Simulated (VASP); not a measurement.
# BiTe (R-3m) in VASP: notebook

The runs below take BiTe through single point, with PBEsol.

Everything below comes from runs of VASP 6.6.1. Logs are shortened: lines on timing, memory, paths and dates and some standing lists are left out, and cuts for length are marked.

## (1) The cell of the first run

The structure is trigonal, space group R-3m (No. 166). The conventional cell has a = 4.845 Å, b = 4.845 Å, c = 9.803 Å, α = 90.00°, β = 90.00°, γ = 120.00°. Bi (site symmetry -3m) has 6 Te at 3.24 Å and 6 Bi at 4.30 Å within 4.4 Å. Within 4.4 Å of Te (site symmetry -3m) lie 6 Bi at 3.24 Å and 6 Te at 4.30 Å.

## (2) Single point, PBEsol (strain +0.000 along x and y, -0.015 along z)

Contents of INCAR:

```
SYSTEM = BiTe
PREC     = Accurate       ! precision mode
ENCUT    = 520            ! plane-wave cutoff, eV
EDIFF    = 1E-6           ! SCF threshold, eV
ISMEAR   = 0              ! smearing method
SIGMA    = 0.15           ! smearing width, eV
LREAL    = .False.        ! projectors in reciprocal space
LASPH    = .True.         ! aspherical terms in the spheres
NELM     = 80             ! most SCF steps
ALGO     = Normal         ! electronic algorithm
ISIF     = 2              ! what is computed and relaxed
LWAVE    = .False.        ! write WAVECAR
LCHARG   = .False.        ! write CHGCAR
GGA      = PS             ! functional
NBANDS   = 18             ! bands
```

Contents of KPOINTS:

```
regular mesh
0
Gamma
  12 12 12
  0 0 0
```

Contents of POSCAR:

```
BiTe
1.0
    2.4227077728      1.3987509848      3.2675325752
   -2.4227077728      1.3987509848      3.2675325752
    0.0000000000     -2.7975019696      3.2675325752
Bi Te
1 1
Direct
    0.5000000000      0.5000000000      0.5000000000
    0.0000000000      0.0000000000      0.0000000000
```

Potentials or basis: VASP PAW PBE potentials, release 64 (Bi_d, Te).

The run is started by

```
> cat potpaw_PBE.64/Bi_d/POTCAR potpaw_PBE.64/Te/POTCAR > POTCAR
> mpirun -np 1 vasp_std > vasp.out
```

OUTCAR:

```text
SYSTEM = BiTe
   PREC = Accurate
   ENCUT = 520
   EDIFF = 1E-6
   ISMEAR = 0
   LREAL = .False.
   LASPH = .True.
   NELM = 80
   ISIF = 2
   GGA = PS

 ion  position               nearest neighbor table
   1  0.500  0.500  0.500-   2 3.24   2 3.24   2 3.24   2 3.24   2 3.24   2 3.24
   2  0.000  0.000  0.000-   1 3.24   1 3.24   1 3.24   1 3.24   1 3.24   1 3.24

  LATTYP: Found a trigonal (rhomboedric) cell.
 ALAT       =     4.3014865337
 COS(alpha) =     0.3655536171

  Lattice vectors:

 A1 = (   2.4227077728,   1.3987509848,   3.2675325752)
 A2 = (  -2.4227077728,   1.3987509848,   3.2675325752)
 A3 = (   0.0000000000,  -2.7975019696,   3.2675325752)

Analysis of symmetry for initial positions (statically):
=====================================================================
 Subroutine PRICEL returns:
 Original cell was already a primitive cell.

 Routine SETGRP: Setting up the symmetry group for a
 trigonal (rhombohedral) supercell.

 Subroutine GETGRP returns: Found 12 space group operations
 (whereof 12 operations were pure point group operations)
 out of a pool of 12 trial point group operations.

The static configuration has the point symmetry D_3d.

Analysis of symmetry for dynamics (positions and initial velocities):
=====================================================================
 Subroutine PRICEL returns:
 Original cell was already a primitive cell.

 Routine SETGRP: Setting up the symmetry group for a
 trigonal (rhombohedral) supercell.

 Subroutine GETGRP returns: Found 12 space group operations
 (whereof 12 operations were pure point group operations)
 out of a pool of 12 trial point group operations.

The dynamic configuration has the point symmetry D_3d.

 Subroutine INISYM returns: Found 12 space group operations
 (whereof 12 operations are pure point group operations),
 and found     1 'primitive' translations

----------------------------------------------------------------------------------------

                                     Primitive cell

  volume of cell :      66.4374

  direct lattice vectors                    reciprocal lattice vectors
     2.422707773  1.398750985  3.267532575     0.206380648  0.119153923  0.102013775
    -2.422707773  1.398750985  3.267532575    -0.206380648  0.119153923  0.102013775
     0.000000000 -2.797501970  3.267532575     0.000000000 -0.238307845  0.102013775

  length of vectors
     4.301486534  4.301486534  4.301486534     0.259224689  0.259224689  0.259224689

  position of ions in fractional coordinates (direct lattice)
     0.500000000  0.500000000  0.500000000
     0.000000000  0.000000000  0.000000000

  ion indices of the primitive-cell ions
   primitive index   ion index
                 1           1
                 2           2

----------------------------------------------------------------------------------------

 KPOINTS: regular mesh

Automatic generation of k-mesh.
 Grid dimensions read from file:
 generate k-points for:   12   12   12

 Generating k-lattice:

  Cartesian coordinates                     Fractional coordinates (reciprocal lattice)
     0.017198387  0.009929494  0.008501148     0.083333333 -0.000000000  0.000000000
    -0.017198387  0.009929494  0.008501148    -0.000000000  0.083333333  0.000000000
     0.000000000 -0.019858987  0.008501148     0.000000000  0.000000000  0.083333333

  Length of vectors
     0.021602057  0.021602057  0.021602057

  Shift w.r.t. Gamma in fractional coordinates (k-lattice)
     0.000000000  0.000000000  0.000000000

 Subroutine IBZKPT returns following result:
 ===========================================

 Found    189 irreducible k-points:

 Following reciprocal coordinates:
            Coordinates               Weight
  0.000000  0.000000  0.000000      1.000000
  0.083333 -0.000000 -0.000000      6.000000
  0.166667  0.000000 -0.000000      6.000000
  0.250000 -0.000000 -0.000000      6.000000
  0.333333 -0.000000 -0.000000      6.000000
  0.416667 -0.000000 -0.000000      6.000000
[... 16 lines left out ...]
  0.500000  0.166667  0.000000     12.000000
 -0.416667  0.166667  0.000000     12.000000
 [... further k-points ...]
   k-points           NKPTS =    189   k-points in BZ     NKDIM =    189   number of bands    NBANDS=     18
   number of dos      NEDOS =    301   number of ions     NIONS =      2
   total plane-waves  NPLWV =  32768
   dimension x,y,z NGX =    32 NGY =   32 NGZ =   32
   dimension x,y,z NGXF=    64 NGYF=   64 NGZF=   64
   ions per type =               1   1
   NGX,Y,Z   is equivalent  to a cutoff of  12.37, 12.37, 12.37 a.u.
   NGXF,Y,Z  is equivalent  to a cutoff of  24.74, 24.74, 24.74 a.u.
 SYSTEM =  BiTe
   PREC   = accura    normal or accurate (medium, high low for compatibility)
   ISTART =      0    job   : 0-new  1-cont  2-samecut
   ICHARG =      2    charge: 1-file 2-atom 10-const
   ISPIN  =      1    spin polarized calculation?
   LNONCOLLINEAR =      F non collinear calculations
   LSORBIT =      F    spin-orbit coupling
   LASPH  =      T    aspherical Exc in radial PAW
   ENCUT  =  520.0 eV  38.22 Ry    6.18 a.u.   8.00  8.00  8.00*2*pi/ulx,y,z
   NELM   =     80;   NELMIN=  2; NELMDL= -5     # of ELM steps
   EDIFF  = 0.1E-05   stopping-criterion for ELM
   LREAL  =      F    real-space projection
   EDIFFG = 0.1E-04   stopping-criterion for IOM
   NSW    =      0    number of steps for IOM
   IBRION =     -1    ionic relax: 0-MD 1-quasi-New 2-CG
   NFREE  =      0    steps in history (QN), initial steepest desc. (CG)
   ISIF   =      2    stress and relaxation
   ISYM   =      2    0-nonsym 1-usesym 2-fastsym
   POTIM  = 0.5000    time-step for ionic-motion
   TEBEG  =    0.0;   TEEND  =   0.0 temperature during run
   PSTRESS=    0.0 pullay stress
   NELECT =      21.0000    total number of electrons
   NUPDOWN=      -1.0000    fix difference up-down
   EMIN   =  10.00;   EMAX   =-10.00  energy-range for DOS
   EFERMI =   0.00;   METHOD = LEGACY
   ISMEAR =     0;   SIGMA  =   0.15  broadening in eV -4-tet -1-fermi 0-gaus
   EFERMI_NEDOS =   21; number of points for ismear=-14 and -15
   IALGO  =     38    algorithm
   IMIX   =      4    mixing-type and parameters
     AMIX     =   0.40;   BMIX     =  1.00
     AMIX_MAG =   1.60;   BMIX_MAG =  1.00
  volume/ion in A,a.u.               =      33.22       224.17
  Fermi-wavevector in a.u.,A,eV,Ry     =   1.115177  2.107379 16.920468  1.243619
  Thomas-Fermi vector in A             =   2.251779
   LORBIT       =      0    0 simple, 1 ext, 2 COOP (PROOUT), +10 PAW based schemes
   GGA     = PS    functional components
   LHFCALC =     F    Hartree Fock is set to
   AEXX    =    0.0000 exact exchange contribution
   IVDW    =     0    specifies the selected vdW correction
   LEPSILON=     F    determine dielectric tensor
   LRPA    =     F    only Hartree local field effects (RPA)
 non-spin polarized calculation
 Gauss-broadening in eV      SIGMA  =   0.15
  energy-cutoff  :      520.00
  volume of cell :       66.44
 maximum number of plane-waves:      1810
   NGX = 15   NGY = 15   NGZ = 15

 number of electron      20.9999999 magnetization

 Free energy of the ion-electron system (eV)
  ---------------------------------------------------
  ext. energy  EPLUGINS =         0.00000000
  ---------------------------------------------------
  free energy    TOTEN  =        -8.00152736 eV

  energy without entropy =       -7.98789081  energy(sigma->0) =       -7.99470908

 E-fermi :   6.6757     XC(G=0):  -9.7027

 val. band max:        6.6730221449   @ k =  -0.4167   0.1667   0.0000
 cond. band min:       6.6784904278   @ k =  -0.2500   0.0833   0.0000
 fundamental gap:      0.0054682829
 Fermi energy:         6.6756813207

 k-point     1 :       0.0000    0.0000    0.0000
  band No.  band energies     occupation
      1     -16.4538      2.00000
      2     -16.4538      2.00000
      3     -16.4436      2.00000
      4     -16.4436      2.00000
      5     -16.4271      2.00000
      6      -6.8953      2.00000
[... 10 lines left out ...]
     17      13.5530      0.00000
     18      13.6368      0.00000

 k-point     2 :       0.0833   -0.0000   -0.0000
  band No.  band energies     occupation
      1     -16.4537      2.00000
      2     -16.4537      2.00000
      3     -16.4441      2.00000
      4     -16.4431      2.00000
      5     -16.4270      2.00000
      6      -6.8351      2.00000
[... 10 lines left out ...]
     17      13.3632      0.00000
     18      13.9057      0.00000

 k-point     3 :       0.1667    0.0000   -0.0000
  band No.  band energies     occupation
      1     -16.4536      2.00000
      2     -16.4533      2.00000
      3     -16.4451      2.00000
      4     -16.4416      2.00000
      5     -16.4266      2.00000
      6      -6.6555      2.00000
[... 10 lines left out ...]
     17      14.2208      0.00000
     18      14.6861      0.00000

 k-point     4 :       0.2500   -0.0000   -0.0000
  band No.  band energies     occupation
      1     -16.4538      2.00000
      2     -16.4530      2.00000
      3     -16.4464      2.00000
      4     -16.4395      2.00000
      5     -16.4257      2.00000
      6      -6.3595      2.00000
[... 375 lines left out ...]
      4     -16.4349      2.00000
      5     -16.4235      2.00000
      6      -5.5894      2.00000
[... 10 lines left out ...]
     17      16.0749      0.00000
     18      16.4222      0.00000

 k-point    23 :       0.5000    0.1667    0.0000
  band No.  band energies     occupation
      1     -16.4567      2.00000
      2     -16.4533      2.00000
      3     -16.4459      2.00000
      4     -16.4349      2.00000
      5     -16.4228      2.00000
      6      -5.0945      2.00000
[... 10 lines left out ...]
     17      16.4173      0.00000
     18      17.3437      0.00000

 k-point    24 :      -0.4167    0.1667    0.0000
  band No.  band energies     occupation
      1     -16.4556      2.00000
      2     -16.4539      2.00000
      3     -16.4458      2.00000
      4     -16.4355      2.00000
      5     -16.4233      2.00000
      6      -4.9553      2.00000
[... 10 lines left out ...]
     17      15.6913      0.00000
     18      16.5265      0.00000

 [... further k-points ...]

------------------------ aborting loop because EDIFF is reached ----------------------------------------

  FORCE on cell =-STRESS in cart. coord.  units (eV):
  Direction    XX          YY          ZZ          XY          YZ          ZX
  --------------------------------------------------------------------------------------
  -------------------------------------------------------------------------------------
  Total       -0.8836247     -0.8836247     -0.7284894      0.0000000      0.0000000      0.0000000
  in kB      -21.3091347    -21.3091347    -17.5679547      0.0000000      0.0000000      0.0000000
  external PRESSURE =     -20.0620747 kB  Pullay stress =       0.0000000 kB

 VOLUME and BASIS-vectors are now :
 -----------------------------------------------------------------------------
  energy-cutoff  :      520.00
  volume of cell :       66.44
      direct lattice vectors                 reciprocal lattice vectors
     2.422707773  1.398750985  3.267532575     0.206380648  0.119153923  0.102013775
    -2.422707773  1.398750985  3.267532575    -0.206380648  0.119153923  0.102013775
     0.000000000 -2.797501970  3.267532575     0.000000000 -0.238307845  0.102013775

 POSITION                                       TOTAL-FORCE (eV/Angst)
 -----------------------------------------------------------------------------------
      0.00000      0.00000      4.90130        -0.000000      0.000000     -0.000000
      0.00000      0.00000      0.00000         0.000000     -0.000000      0.000000
 -----------------------------------------------------------------------------------
    total drift:                               -0.000000      0.000000     -0.000000

  FREE ENERGIE OF THE ION-ELECTRON SYSTEM (eV)
  ---------------------------------------------------
  free  energy   TOTEN  =        -8.0015273579 eV

  energy  without entropy=       -7.9878908060  energy(sigma->0) =       -7.99470908
```

It took 1.7 min on 1 thread of Intel Xeon Platinum 8488C (Sapphire Rapids), shared host; peak memory 0.35 GiB.

What came out:

* Free energy: -8.0015 eV
* Pressure: -2.0 GPa
* Band gap on the k mesh: zero (an odd number of electrons rules out a gap without spin polarisation)

Stress tensor (GPa, compression positive):
```
-2.13  0.00  0.00
 0.00 -2.13  0.00
 0.00  0.00 -1.76
```

Levels at points of the mesh, in eV from the Fermi level:
| k point | band 7 | band 8 | band 9 | band 10 | band 11 | band 12 | band 13 | band 14 |
| --- | --- | --- | --- | --- | --- | --- | --- | --- |
| (0.00, 0.00, 0.00) | -8.25 | -2.95 | -2.95 | -1.54 | 1.92 | 2.60 | 2.60 | 3.97 |
| (0.50, 0.00, 0.00) | -11.41 | -1.84 | -1.83 | -1.00 | -0.94 | -0.61 | 0.41 | 6.62 |
| (0.50, 0.50, 0.00) | -9.97 | -5.69 | -4.58 | -3.26 | 2.36 | 3.07 | 3.64 | 4.63 |
| (0.50, 0.50, 0.50) | -10.94 | -2.40 | -2.40 | -2.29 | -1.66 | -1.34 | -1.34 | 8.06 |

Caveat: the cell differs from its parent crystal (strain +0.000 along x and y, -0.015 along z); the PAW data sets were made with another functional, which shifts forces and pressure a little; spin-orbit coupling is left out, which moves the levels of the heavy elements.

(Continued in part 2 of 2.)
